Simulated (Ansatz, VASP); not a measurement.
# One calculation of PbO2, two programs

```
Pb O
1.0
     0.00000    2.61549    2.61549
     2.61549    0.00000    2.61549
     2.61549    2.61549    0.00000
Pb O
1 2
Direct
  0.00000 0.00000 0.00000
  0.25000 0.25000 0.25000
  0.75000 0.75000 0.75000
```

Alike in both runs: task single point; functional PBE; k mesh 6 × 6 × 6; occupations gaussian, width 0.1 eV; no spin polarisation.

```csv
,VASP,Ansatz
version,VASP 6.6.1,Ansatz 0.2.0
potentials or method,"VASP PAW PBE potentials, release 64 (Pb_d, O), cutoff 600 eV","scalar-relativistic, plane waves, PAW"
valence electrons in the cell,26,26
```

Ansatz gave:

* gap on the k mesh at the Fermi level (eV): none
* pressure (GPa): 16.7

Question: Which values does VASP return?

Answer: gap on the k mesh at the Fermi level (eV): none; pressure (GPa): 17.0.

A gap of «none» marks a metal or a gap that the smearing closes.

Spin-orbit coupling is off throughout.
